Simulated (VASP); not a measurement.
# TaH (P6_3/mmc) in VASP: a series of runs, part 2 of 2

VASP 6.6.1. Earlier steps stand in the parts before.

### Step 4. Single point, PBE

INCAR

```
PREC     = Accurate       # precision mode
ENCUT    = 520            # plane-wave cutoff, eV
EDIFF    = 1E-7           # SCF threshold, eV
ISMEAR   = 0              # smearing method
SIGMA    = 0.1            # smearing width, eV
LREAL    = False          # projectors in reciprocal space
LASPH    = True           # aspherical terms in the spheres
NELM     = 100            # most SCF steps
ALGO     = Normal         # electronic algorithm
ISIF     = 2              # what is computed and relaxed
LWAVE    = False          # write WAVECAR
LCHARG   = False          # write CHGCAR
GGA      = PE             # functional
NBANDS   = 20             # bands
```

KPOINTS

```
Automatic mesh
0
Gamma
  12 12 8
```

POSCAR

```
TaH
1.0
    2.9516952586      0.0000000000      0.0000000000
   -1.4758476293      2.5562430782      0.0000000000
    0.0000000000      0.0000000000      5.3549918051
Ta H
2 2
Direct
    0.3333333333      0.6666666667      0.2500000000
    0.6666666667      0.3333333333      0.7500000000
    0.0000000000      0.0000000000      0.5000000000
    0.0000000000      0.0000000000      0.0000000000
```

Potentials or basis: VASP PAW PBE potentials, release 64 (Ta_pv, H).

Launch:

```console
$ cat potpaw_PBE.64/Ta_pv/POTCAR potpaw_PBE.64/H/POTCAR > POTCAR
$ mpirun -np 1 vasp_std > vasp.out
```

OUTCAR:

```text
PREC = Accurate
   ENCUT = 520
   EDIFF = 1E-7
   ISMEAR = 0
   LREAL = False
   LASPH = True
   NELM = 100
   ISIF = 2
   GGA = PE

 ion  position               nearest neighbor table
   1  0.333  0.667  0.250-   3 2.17   4 2.17   3 2.17   4 2.17   3 2.17   4 2.17   2 3.17   2 3.17
                             2 3.17   2 3.17   2 3.17   2 3.17
   2  0.667  0.333  0.750-   3 2.17   4 2.17   3 2.17   4 2.17   3 2.17   4 2.17   1 3.17   1 3.17
                             1 3.17   1 3.17   1 3.17   1 3.17
   3  0.000  0.000  0.500-   1 2.17   2 2.17   2 2.17   1 2.17   2 2.17   1 2.17
   4  0.000  0.000  0.000-   1 2.17   2 2.17   2 2.17   1 2.17   2 2.17   1 2.17

  LATTYP: Found a hexagonal cell.
 ALAT       =     2.9516952586
 C/A-ratio  =     1.8142088989

  Lattice vectors:

 A1 = (   2.9516952586,   0.0000000000,   0.0000000000)
 A2 = (  -1.4758476293,   2.5562430782,   0.0000000000)
 A3 = (   0.0000000000,   0.0000000000,   5.3549918051)

Analysis of symmetry for initial positions (statically):
=====================================================================
 Subroutine PRICEL returns:
 Original cell was already a primitive cell.

 Routine SETGRP: Setting up the symmetry group for a
 hexagonal supercell.

 Subroutine GETGRP returns: Found 24 space group operations
 (whereof 12 operations were pure point group operations)
 out of a pool of 24 trial point group operations.

The static configuration has the point symmetry D_3d.
 The point group associated with its full space group is D_6h.

Analysis of symmetry for dynamics (positions and initial velocities):
=====================================================================
 Subroutine PRICEL returns:
 Original cell was already a primitive cell.

 Routine SETGRP: Setting up the symmetry group for a
 hexagonal supercell.

 Subroutine GETGRP returns: Found 24 space group operations
 (whereof 12 operations were pure point group operations)
 out of a pool of 24 trial point group operations.

The dynamic configuration has the point symmetry D_3d.
 The point group associated with its full space group is D_6h.

 Subroutine INISYM returns: Found 24 space group operations
 (whereof 12 operations are pure point group operations),
 and found     1 'primitive' translations

----------------------------------------------------------------------------------------

                                     Primitive cell

  volume of cell :      40.4048

  direct lattice vectors                    reciprocal lattice vectors
     2.951695259  0.000000000  0.000000000     0.338788361  0.195599552  0.000000000
    -1.475847629  2.556243078  0.000000000     0.000000000  0.391199103  0.000000000
     0.000000000  0.000000000  5.354991805     0.000000000  0.000000000  0.186741649

  length of vectors
     2.951695259  2.951695259  5.354991805     0.391199103  0.391199103  0.186741649

  position of ions in fractional coordinates (direct lattice)
     0.333333333  0.666666667  0.250000000
     0.666666667  0.333333333  0.750000000
     0.000000000  0.000000000  0.500000000
     0.000000000  0.000000000  0.000000000

  ion indices of the primitive-cell ions
[... 28 lines left out ...]
 ===========================================

 Found     95 irreducible k-points:

 Following reciprocal coordinates:
            Coordinates               Weight
  0.000000  0.000000  0.000000      1.000000
  0.083333  0.000000  0.000000      6.000000
  0.166667  0.000000  0.000000      6.000000
  0.250000  0.000000  0.000000      6.000000
  0.333333 -0.000000  0.000000      6.000000
  0.416667 -0.000000  0.000000      6.000000
[... 16 lines left out ...]
  0.250000  0.000000  0.125000     12.000000
  0.333333 -0.000000  0.125000     12.000000
 [... further k-points ...]
   k-points           NKPTS =     95   k-points in BZ     NKDIM =     95   number of bands    NBANDS=     20
   number of dos      NEDOS =    301   number of ions     NIONS =      4
   total plane-waves  NPLWV =  23040
   dimension x,y,z NGX =    24 NGY =   24 NGZ =   40
   dimension x,y,z NGXF=    48 NGYF=   48 NGZF=   80
   ions per type =               2   2
   NGX,Y,Z   is equivalent  to a cutoff of  13.52, 13.52, 12.42 a.u.
   NGXF,Y,Z  is equivalent  to a cutoff of  27.03, 27.03, 24.84 a.u.
 SYSTEM =  unknown system
   PREC   = accura    normal or accurate (medium, high low for compatibility)
   ISTART =      0    job   : 0-new  1-cont  2-samecut
   ICHARG =      2    charge: 1-file 2-atom 10-const
   ISPIN  =      1    spin polarized calculation?
   LNONCOLLINEAR =      F non collinear calculations
   LSORBIT =      F    spin-orbit coupling
   LASPH  =      T    aspherical Exc in radial PAW
   ENCUT  =  520.0 eV  38.22 Ry    6.18 a.u.   5.49  5.49  9.96*2*pi/ulx,y,z
   NELM   =    100;   NELMIN=  2; NELMDL= -5     # of ELM steps
   EDIFF  = 0.1E-06   stopping-criterion for ELM
   LREAL  =      F    real-space projection
   EDIFFG = 0.1E-05   stopping-criterion for IOM
   NSW    =      0    number of steps for IOM
   IBRION =     -1    ionic relax: 0-MD 1-quasi-New 2-CG
   NFREE  =      0    steps in history (QN), initial steepest desc. (CG)
   ISIF   =      2    stress and relaxation
   ISYM   =      2    0-nonsym 1-usesym 2-fastsym
   POTIM  = 0.5000    time-step for ionic-motion
   TEBEG  =    0.0;   TEEND  =   0.0 temperature during run
   PSTRESS=    0.0 pullay stress
   NELECT =      24.0000    total number of electrons
   NUPDOWN=      -1.0000    fix difference up-down
   EMIN   =  10.00;   EMAX   =-10.00  energy-range for DOS
   EFERMI =   0.00;   METHOD = LEGACY
   ISMEAR =     0;   SIGMA  =   0.10  broadening in eV -4-tet -1-fermi 0-gaus
   EFERMI_NEDOS =   21; number of points for ismear=-14 and -15
   IALGO  =     38    algorithm
   IMIX   =      4    mixing-type and parameters
     AMIX     =   0.40;   BMIX     =  1.00
     AMIX_MAG =   1.60;   BMIX_MAG =  1.00
  volume/ion in A,a.u.               =      10.10        68.17
  Fermi-wavevector in a.u.,A,eV,Ry     =   1.376156  2.600558 25.766796  1.893806
  Thomas-Fermi vector in A             =   2.501427
   LORBIT       =      0    0 simple, 1 ext, 2 COOP (PROOUT), +10 PAW based schemes
   GGA     = PE    functional components
   LHFCALC =     F    Hartree Fock is set to
   AEXX    =    0.0000 exact exchange contribution
   IVDW    =     0    specifies the selected vdW correction
   LEPSILON=     F    determine dielectric tensor
   LRPA    =     F    only Hartree local field effects (RPA)
 non-spin polarized calculation
 Gauss-broadening in eV      SIGMA  =   0.10
  energy-cutoff  :      520.00
  volume of cell :       40.40
 maximum number of plane-waves:      1118
 NGX is ok and might be reduce to    24
   NGX = 11   NGY = 11   NGZ = 19

 number of electron      24.0000001 magnetization

 Free energy of the ion-electron system (eV)
  ---------------------------------------------------
  ext. energy  EPLUGINS =         0.00000000
  ---------------------------------------------------
  free energy    TOTEN  =       -30.65211032 eV

  energy without entropy =      -30.64300631  energy(sigma->0) =      -30.64755832

 E-fermi :   5.9808     XC(G=0): -12.5750

 val. band max:        5.9756533334   @ k =   0.4167   0.0833   0.0000
 cond. band min:       5.9815023773   @ k =   0.2500   0.0000   0.1250
 fundamental gap:      0.0058490438
 Fermi energy:         5.9808448038

 k-point     1 :       0.0000    0.0000    0.0000
  band No.  band energies     occupation
      1     -28.7459      2.00000
      2     -28.0926      2.00000
      3     -27.8931      2.00000
      4     -27.8931      2.00000
      5     -27.8351      2.00000
      6     -27.8351      2.00000
[... 541 lines left out ...]
     19      11.9083      0.00000
     20      13.7269      0.00000

 [... further k-points ...]

------------------------ aborting loop because EDIFF is reached ----------------------------------------

  FORCE on cell =-STRESS in cart. coord.  units (eV):
  Direction    XX          YY          ZZ          XY          YZ          ZX
  --------------------------------------------------------------------------------------
  -------------------------------------------------------------------------------------
  Total        0.0173091      0.0173091      0.0255795      0.0000000      0.0000000      0.0000000
  in kB        0.6863591      0.6863591      1.0143077      0.0000000      0.0000000      0.0000000
  external PRESSURE =       0.7956753 kB  Pullay stress =       0.0000000 kB

 VOLUME and BASIS-vectors are now :
 -----------------------------------------------------------------------------
  energy-cutoff  :      520.00
  volume of cell :       40.40
      direct lattice vectors                 reciprocal lattice vectors
     2.951695259  0.000000000  0.000000000     0.338788361  0.195599552  0.000000000
    -1.475847629  2.556243078  0.000000000     0.000000000  0.391199103  0.000000000
     0.000000000  0.000000000  5.354991805     0.000000000  0.000000000  0.186741649

 POSITION                                       TOTAL-FORCE (eV/Angst)
 -----------------------------------------------------------------------------------
     -0.00000      1.70416      1.33875         0.000000      0.000000      0.000000
      1.47585      0.85208      4.01624        -0.000000     -0.000000      0.000000
      0.00000      0.00000      2.67750         0.000000      0.000000      0.000000
      0.00000      0.00000      0.00000         0.000000      0.000000      0.000000
 -----------------------------------------------------------------------------------
    total drift:                               -0.000000      0.000000     -0.000000

  FREE ENERGIE OF THE ION-ELECTRON SYSTEM (eV)
  ---------------------------------------------------
  free  energy   TOTEN  =       -30.6521103218 eV

  energy  without entropy=      -30.6430063088  energy(sigma->0) =      -30.64755832
```

It took 35 s on 1 thread of AMD EPYC 9R45 (Zen 5), shared host; peak memory 0.17 GiB.

Results:

- Free energy: -30.6521 eV
- Pressure: 0.1 GPa
- Band gap on the k mesh: zero (bands 12 and 13 overlap by 0.87 eV)

Caveat: spin-orbit coupling is left out, which moves the levels of the heavy elements.

### Step 5. The runs side by side

```tsv
task	cell	k mesh	cutoff (eV)	smearing	gap on the mesh (eV)	pressure (GPa)
single point	a = 2.954, b = 2.954, c = 5.353 Å, angles 90.0, 90.0, 120.0°, 4 atoms	7 × 7 × 4	520	gaussian 0.2 eV	none	0.1
relaxation of cell and atoms	relaxed from a = 3.080, b = 3.080, c = 5.200 Å, angles 90.0, 90.0, 120.0°, 4 atoms	7 × 7 × 4	600	gaussian 0.2 eV	none	1.0
single point	a = 2.952, b = 2.952, c = 5.355 Å, angles 90.0, 90.0, 120.0°, 4 atoms	12 × 12 × 8	520	gaussian 0.1 eV	none	0.1
```

Alike in all rows: level PBE; potentials or basis VASP PAW PBE potentials, release 64 (Ta_pv, H); no spin polarisation.

Caveats: spin-orbit coupling is left out, which moves the levels of the heavy elements.

Total energies depend on the potentials used, so only differences within one code and one set of settings carry meaning.

The gap in the log of VASP goes by the Fermi energy; the results here count the filled bands.